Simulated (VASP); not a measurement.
Input of a VASP 6.6.1 run:

The input INCAR:

```
SYSTEM = Nb
PREC = Accurate ; ENCUT = 520
EDIFF = 1E-8 ; ISMEAR = -1
SIGMA = 0.05 ; LREAL = .False.
LASPH = .True. ; NELM = 60
ALGO = Normal ; ISIF = 2
LWAVE = .False. ; LCHARG = .False.
GGA = PS ; LEFG = .True.
NBANDS = 20
```

Contents of KPOINTS:

```
regular mesh
0
Gamma
  9 9 9
  0 0 0
```

The input POSCAR:

```
Nb
1.0
    0.0000000000      2.8296800281      2.8296800281
    2.8296800281      0.0000000000      2.8296800281
    2.8296800281      2.8296800281      0.0000000000
Nb
2
Direct
   -0.1475000000     -0.1175000000     -0.1175000000
    0.1475000000      0.1175000000      0.1175000000
```

Potentials or basis: VASP PAW PBE potentials, release 64 (Nb_sv).

Launch:

```sh
$ cat potpaw_PBE.64/Nb_sv/POTCAR > POTCAR
$ mpirun -np 1 vasp_std > vasp.out
```

(1) Estimate the largest force.

(2) What does it give for the band gap on the k mesh?

(3) Estimate the pressure.

## Answers

(1) 0.020 eV/Å.

(2) zero (bands 13 and 14 overlap by 1.96 eV).

(3) 7.2 GPa.

Caveat: the cell differs from its parent crystal (shortest bond scaled by 0.94); the cell stands under pressure; without QUAD_EFG the Cq values of the log hold for a quadrupole moment of 1 mb, not for the nuclei; the PAW data sets were made with another functional, which shifts forces and pressure a little.
